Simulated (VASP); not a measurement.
# ZnO (I4/mmm) in VASP: further runs

ZnO is run at these levels: LDA; tasks: single point.

All numbers are computed with VASP 6.6.1; they aren't measurements. Logs are shortened: lines on timing, memory, paths and dates and some standing lists are left out, and cuts for length are marked.

### 1 The cell of the first run

Symmetry: I4/mmm, No. 139, tetragonal system. Conventional cell: a = 3.110 Å, b = 3.110 Å, c = 4.222 Å, α = 90.00°, β = 90.00°, γ = 90.00°. Zn (site symmetry 4/mmm) has 6 O at 2.11 to 2.20 Å within 2.8 Å. O (site symmetry 4/mmm) has 6 Zn at 2.11 to 2.20 Å within 2.8 Å.

### 2 Single point, LDA

Contents of INCAR:

```
PREC = Accurate
ENCUT = 520
EDIFF = 1E-7
ISMEAR = 0
SIGMA = 0.05
LREAL = False
LASPH = True
NELM = 60
ALGO = Normal
ISIF = 2
LWAVE = False
LCHARG = True
GGA = CA
LELF = True
LVHAR = True
NBANDS = 16
```

Contents of KPOINTS:

```
Automatic mesh
0
Gamma
  12 12 12
```

Contents of POSCAR:

```
ZnO
1.0
    0.0000000000      2.1991640769      2.1111975139
    2.1991640769      0.0000000000      2.1111975139
    2.1991640769      2.1991640769      0.0000000000
Zn O
1 1
Direct
    0.0000000000      0.0000000000      0.0000000000
    0.5000000000      0.5000000000      0.5000000000
```

Potentials or basis: VASP PAW LDA potentials, release 64 (Zn, O).

Launch:

```console
cat potpaw_LDA.64/Zn/POTCAR potpaw_LDA.64/O/POTCAR > POTCAR
mpirun -np 1 vasp_std > vasp.out
```

OUTCAR:

```text
PREC = Accurate
   ENCUT = 520
   EDIFF = 1E-7
   ISMEAR = 0
   LREAL = False
   LASPH = True
   NELM = 60
   ISIF = 2
   GGA = CA

 ion  position               nearest neighbor table
   1  0.000  0.000  0.000-   2 2.11   2 2.11   2 2.20   2 2.20   2 2.20   2 2.20
   2  0.500  0.500  0.500-   1 2.11   1 2.11   1 2.20   1 2.20   1 2.20   1 2.20

  LATTYP: Found a body centered tetragonal cell.
 ALAT       =     3.1100876634
 C/A-ratio  =     1.3576450199

  Lattice vectors:

 A1 = (   0.0000000000,  -2.1991640769,  -2.1111975139)
 A2 = (   0.0000000000,   2.1991640769,  -2.1111975139)
 A3 = (   2.1991640769,   0.0000000000,   2.1111975139)

Analysis of symmetry for initial positions (statically):
=====================================================================
 Subroutine PRICEL returns:
 Original cell was already a primitive cell.

 Routine SETGRP: Setting up the symmetry group for a
 body centered tetragonal supercell.

 Subroutine GETGRP returns: Found 16 space group operations
 (whereof 16 operations were pure point group operations)
 out of a pool of 16 trial point group operations.

The static configuration has the point symmetry D_4h.

Analysis of symmetry for dynamics (positions and initial velocities):
=====================================================================
 Subroutine PRICEL returns:
 Original cell was already a primitive cell.

 Routine SETGRP: Setting up the symmetry group for a
 body centered tetragonal supercell.

 Subroutine GETGRP returns: Found 16 space group operations
 (whereof 16 operations were pure point group operations)
 out of a pool of 16 trial point group operations.

The dynamic configuration has the point symmetry D_4h.

 Subroutine INISYM returns: Found 16 space group operations
 (whereof 16 operations are pure point group operations),
 and found     1 'primitive' translations

----------------------------------------------------------------------------------------

                                     Primitive cell

  volume of cell :      20.4209

  direct lattice vectors                    reciprocal lattice vectors
     0.000000000  2.199164077  2.111197514    -0.227359116  0.227359116  0.236832412
     2.199164077  0.000000000  2.111197514     0.227359116 -0.227359116  0.236832412
     2.199164077  2.199164077  0.000000000     0.227359116  0.227359116 -0.236832412

  length of vectors
     3.048520556  3.048520556  3.110087663     0.399341867  0.399341867  0.399341867

  position of ions in fractional coordinates (direct lattice)
[... 8 lines left out ...]
----------------------------------------------------------------------------------------

 KPOINTS: Automatic mesh

Automatic generation of k-mesh.
 Grid dimensions read from file:
 generate k-points for:   12   12   12

 Generating k-lattice:

  Cartesian coordinates                     Fractional coordinates (reciprocal lattice)
    -0.018946593  0.018946593  0.019736034     0.083333333 -0.000000000  0.000000000
     0.018946593 -0.018946593  0.019736034    -0.000000000  0.083333333  0.000000000
     0.018946593  0.018946593 -0.019736034     0.000000000  0.000000000  0.083333333

  Length of vectors
     0.033278489  0.033278489  0.033278489

  Shift w.r.t. Gamma in fractional coordinates (k-lattice)
     0.000000000  0.000000000  0.000000000

 Subroutine IBZKPT returns following result:
 ===========================================

 Found    163 irreducible k-points:

 Following reciprocal coordinates:
            Coordinates               Weight
  0.000000  0.000000  0.000000      1.000000
  0.083333  0.000000  0.000000      8.000000
  0.166667  0.000000  0.000000      8.000000
  0.250000  0.000000  0.000000      8.000000
  0.333333  0.000000  0.000000      8.000000
  0.416667  0.000000  0.000000      8.000000
[... 16 lines left out ...]
  0.500000  0.166667  0.000000      8.000000
 -0.416667  0.166667  0.000000      8.000000
 [... further k-points ...]
   k-points           NKPTS =    163   k-points in BZ     NKDIM =    163   number of bands    NBANDS=     16
   number of dos      NEDOS =    301   number of ions     NIONS =      2
   total plane-waves  NPLWV =  13824
   dimension x,y,z NGX =    24 NGY =   24 NGZ =   24
   dimension x,y,z NGXF=    48 NGYF=   48 NGZF=   48
   ions per type =               1   1
   NGX,Y,Z   is equivalent  to a cutoff of  13.09, 13.09, 12.83 a.u.
   NGXF,Y,Z  is equivalent  to a cutoff of  26.18, 26.18, 25.66 a.u.
 SYSTEM =  unknown system
   PREC   = accura    normal or accurate (medium, high low for compatibility)
   ISTART =      0    job   : 0-new  1-cont  2-samecut
   ICHARG =      2    charge: 1-file 2-atom 10-const
   ISPIN  =      1    spin polarized calculation?
   LNONCOLLINEAR =      F non collinear calculations
   LSORBIT =      F    spin-orbit coupling
   LASPH  =      T    aspherical Exc in radial PAW
   ENCUT  =  520.0 eV  38.22 Ry    6.18 a.u.   5.67  5.67  5.78*2*pi/ulx,y,z
   NELM   =     60;   NELMIN=  2; NELMDL= -5     # of ELM steps
   EDIFF  = 0.1E-06   stopping-criterion for ELM
   LREAL  =      F    real-space projection
   EDIFFG = 0.1E-05   stopping-criterion for IOM
   NSW    =      0    number of steps for IOM
   IBRION =     -1    ionic relax: 0-MD 1-quasi-New 2-CG
   NFREE  =      0    steps in history (QN), initial steepest desc. (CG)
   ISIF   =      2    stress and relaxation
   ISYM   =      2    0-nonsym 1-usesym 2-fastsym
   POTIM  = 0.5000    time-step for ionic-motion
   TEBEG  =    0.0;   TEEND  =   0.0 temperature during run
   PSTRESS=    0.0 pullay stress
   NELECT =      18.0000    total number of electrons
   NUPDOWN=      -1.0000    fix difference up-down
   EMIN   =  10.00;   EMAX   =-10.00  energy-range for DOS
   EFERMI =   0.00;   METHOD = LEGACY
   ISMEAR =     0;   SIGMA  =   0.05  broadening in eV -4-tet -1-fermi 0-gaus
   EFERMI_NEDOS =   21; number of points for ismear=-14 and -15
   IALGO  =     38    algorithm
   IMIX   =      4    mixing-type and parameters
     AMIX     =   0.40;   BMIX     =  1.00
     AMIX_MAG =   1.60;   BMIX_MAG =  1.00
  volume/ion in A,a.u.               =      10.21        68.90
  Fermi-wavevector in a.u.,A,eV,Ry     =   1.569667  2.966241 33.522790  2.463856
  Thomas-Fermi vector in A             =   2.671516
   LORBIT       =      0    0 simple, 1 ext, 2 COOP (PROOUT), +10 PAW based schemes
   GGA     = CA    functional components
   LHFCALC =     F    Hartree Fock is set to
   AEXX    =    0.0000 exact exchange contribution
   IVDW    =     0    specifies the selected vdW correction
   LEPSILON=     F    determine dielectric tensor
   LRPA    =     F    only Hartree local field effects (RPA)
 non-spin polarized calculation
 Gauss-broadening in eV      SIGMA  =   0.05
  energy-cutoff  :      520.00
  volume of cell :       20.42
 maximum number of plane-waves:       562
   NGX = 11   NGY = 11   NGZ = 11

 number of electron      18.0000005 magnetization

 Free energy of the ion-electron system (eV)
  ---------------------------------------------------
  ext. energy  EPLUGINS =         0.00000000
  ---------------------------------------------------
  free energy    TOTEN  =       -10.28739053 eV

  energy without entropy =      -10.28739053  energy(sigma->0) =      -10.28739053

 E-fermi :   2.3623     XC(G=0): -12.5598

 val. band max:        2.1393545513   @ k =   0.5000   0.0000   0.0000
 cond. band min:       2.7367856512   @ k =   0.0000   0.0000   0.0000
 fundamental gap:      0.5974310999
 Fermi energy:         2.3623009926

 k-point     1 :       0.0000    0.0000    0.0000
  band No.  band energies     occupation
      1     -15.9383      2.00000
      2      -2.8825      2.00000
      3      -2.8825      2.00000
      4      -2.8288      2.00000
      5      -2.7047      2.00000
      6      -2.6353      2.00000
[... 8 lines left out ...]
     15      20.1266      0.00000
     16      20.1266      0.00000

 k-point     2 :       0.0833    0.0000    0.0000
  band No.  band energies     occupation
      1     -15.8634      2.00000
      2      -2.9172      2.00000
      3      -2.8865      2.00000
      4      -2.8366      2.00000
      5      -2.7536      2.00000
      6      -2.7102      2.00000
[... 8 lines left out ...]
     15      20.6646      0.00000
     16      21.2989      0.00000

 k-point     3 :       0.1667    0.0000    0.0000
  band No.  band energies     occupation
      1     -15.6506      2.00000
      2      -3.1109      2.00000
      3      -3.0284      2.00000
      4      -2.9950      2.00000
      5      -2.7396      2.00000
      6      -2.7312      2.00000
[... 8 lines left out ...]
     15      21.4349      0.00000
     16      21.7192      0.00000

 k-point     4 :       0.2500    0.0000    0.0000
  band No.  band energies     occupation
      1     -15.3380      2.00000
      2      -3.6155      2.00000
      3      -3.2634      2.00000
      4      -3.2633      2.00000
      5      -2.6589      2.00000
      6      -2.6488      2.00000
[... 8 lines left out ...]
     15      22.4789      0.00000
     16      22.6247      0.00000

 k-point     5 :       0.3333    0.0000    0.0000
  band No.  band energies     occupation
      1     -14.9943      2.00000
      2      -4.3244      2.00000
      3      -3.5040      2.00000
      4      -3.4801      2.00000
      5      -2.5787      2.00000
      6      -2.5495      2.00000
[... 8 lines left out ...]
     15      23.7696      0.00000
     16      23.8890      0.00000

 k-point     6 :       0.4167    0.0000    0.0000
  band No.  band energies     occupation
      1     -14.7178      2.00000
      2      -4.9001      2.00000
      3      -3.6652      2.00000
      4      -3.6276      2.00000
      5      -2.5183      2.00000
      6      -2.4746      2.00000
[... 8 lines left out ...]
     15      25.0876      0.00000
     16      25.3097      0.00000

 k-point     7 :       0.5000    0.0000    0.0000
  band No.  band energies     occupation
      1     -14.6101      2.00000
      2      -5.1174      2.00000
      3      -3.7216      2.00000
      4      -3.6795      2.00000
      5      -2.4960      2.00000
      6      -2.4468      2.00000
[... 8 lines left out ...]
     15      25.7648      0.00000
     16      26.1605      0.00000

 k-point     8 :       0.0833    0.0833    0.0000
  band No.  band energies     occupation
      1     -15.8302      2.00000
      2      -2.8879      2.00000
      3      -2.8879      2.00000
      4      -2.8783      2.00000
      5      -2.8572      2.00000
      6      -2.6899      2.00000
[... 8 lines left out ...]
     15      22.2238      0.00000
     16      22.2238      0.00000

 k-point     9 :       0.1667    0.0833    0.0000
  band No.  band energies     occupation
      1     -15.6579      2.00000
      2      -3.1901      2.00000
      3      -2.9739      2.00000
      4      -2.9374      2.00000
      5      -2.8225      2.00000
      6      -2.6792      2.00000
[... 8 lines left out ...]
     15      22.4234      0.00000
     16      23.1028      0.00000
[... 172 lines left out ...]
 k-point    19 :       0.1667    0.1667    0.0000
  band No.  band energies     occupation
      1     -15.5357      2.00000
      2      -3.4768      2.00000
      3      -2.9353      2.00000
      4      -2.8820      2.00000
      5      -2.8820      2.00000
      6      -2.6495      2.00000
[... 8 lines left out ...]
     15      25.0874      0.00000
     16      25.0874      0.00000

 k-point    20 :       0.2500    0.1667    0.0000
  band No.  band energies     occupation
      1     -15.3063      2.00000
      2      -3.8071      2.00000
      3      -3.0606      2.00000
      4      -2.9461      2.00000
      5      -2.8245      2.00000
      6      -2.5958      2.00000
[... 8 lines left out ...]
     15      25.4627      0.00000
     16      25.5826      0.00000

 k-point    21 :       0.3333    0.1667    0.0000
  band No.  band energies     occupation
      1     -15.0179      2.00000
      2      -4.1361      2.00000
      3      -3.2864      2.00000
      4      -3.1254      2.00000
      5      -2.7463      2.00000
      6      -2.5077      2.00000
[... 8 lines left out ...]
     15      25.5295      0.00000
     16      26.0010      0.00000

 k-point    22 :       0.4167    0.1667    0.0000
  band No.  band energies     occupation
      1     -14.7439      2.00000
      2      -4.4439      2.00000
      3      -3.5218      2.00000
      4      -3.3248      2.00000
      5      -2.6570      2.00000
      6      -2.4431      2.00000
[... 8 lines left out ...]
     15      25.5917      0.00000
     16      26.5089      0.00000

 k-point    23 :       0.5000    0.1667    0.0000
  band No.  band energies     occupation
      1     -14.5704      2.00000
      2      -4.6538      2.00000
      3      -3.6319      2.00000
      4      -3.4808      2.00000
      5      -2.5698      2.00000
      6      -2.4302      2.00000
[... 8 lines left out ...]
     15      25.2688      0.00000
     16      26.3017      0.00000

 k-point    24 :      -0.4167    0.1667    0.0000
  band No.  band energies     occupation
      1     -14.5610      2.00000
      2      -4.6553      2.00000
      3      -3.5876      2.00000
      4      -3.5604      2.00000
      5      -2.5037      2.00000
      6      -2.4728      2.00000
[... 8 lines left out ...]
     15      24.6564      0.00000
     16      25.0039      0.00000

 [... further k-points ...]
[... 5 lines left out ...]
  --------------------------------------------------------------------------------------
  -------------------------------------------------------------------------------------
  Total       -1.8020864     -1.8020864     -1.5677328      0.0000000     -0.0000000      0.0000000
  in kB     -141.3878450   -141.3878450   -123.0009604      0.0000000     -0.0000000      0.0000000
  external PRESSURE =    -135.2588835 kB  Pullay stress =       0.0000000 kB

 VOLUME and BASIS-vectors are now :
 -----------------------------------------------------------------------------
  energy-cutoff  :      520.00
  volume of cell :       20.42
      direct lattice vectors                 reciprocal lattice vectors
     0.000000000  2.199164077  2.111197514    -0.227359116  0.227359116  0.236832412
     2.199164077  0.000000000  2.111197514     0.227359116 -0.227359116  0.236832412
     2.199164077  2.199164077  0.000000000     0.227359116  0.227359116 -0.236832412

 POSITION                                       TOTAL-FORCE (eV/Angst)
 -----------------------------------------------------------------------------------
      0.00000      0.00000      0.00000         0.000000      0.000000      0.000000
      2.19916      2.19916      2.11120         0.000000     -0.000000      0.000000
 -----------------------------------------------------------------------------------
    total drift:                                0.000000     -0.000000     -0.000000

  FREE ENERGIE OF THE ION-ELECTRON SYSTEM (eV)
  ---------------------------------------------------
  free  energy   TOTEN  =       -10.2873905304 eV

  energy  without entropy=      -10.2873905304  energy(sigma->0) =      -10.28739053
```

Run time: 1.8 min. Hardware: 1 thread of AMD EPYC 7R13, shared host; peak memory 0.14 GiB.

Results:

```
Free energy            : -10.2874 eV
Pressure               : -13.5 GPa
Band gap on the k mesh : 0.60 eV, indirect (least direct gap 1.85 eV)
```

Stress tensor (GPa, compression positive):
```
-14.14   0.00   0.00
  0.00 -14.14   0.00
  0.00   0.00 -12.30
```

Levels at points of the mesh, in eV from the valence-band top:
```tsv
k point	band 7	band 8	band 9	band 10	band 11	band 12
(0.00, 0.00, 0.00)	-1.49	-1.25	-1.25	0.60	17.45	17.45
(0.50, 0.00, 0.00)	-3.76	-0.21	0.00	5.16	8.50	11.85
(0.50, 0.50, 0.00)	-4.15	-2.80	-2.80	3.73	10.55	10.64
(0.50, 0.00, 0.50)	-4.22	-2.87	-2.47	3.75	9.99	11.15
```

 A k mesh can miss the band edges.

[end of part 1 of 2]
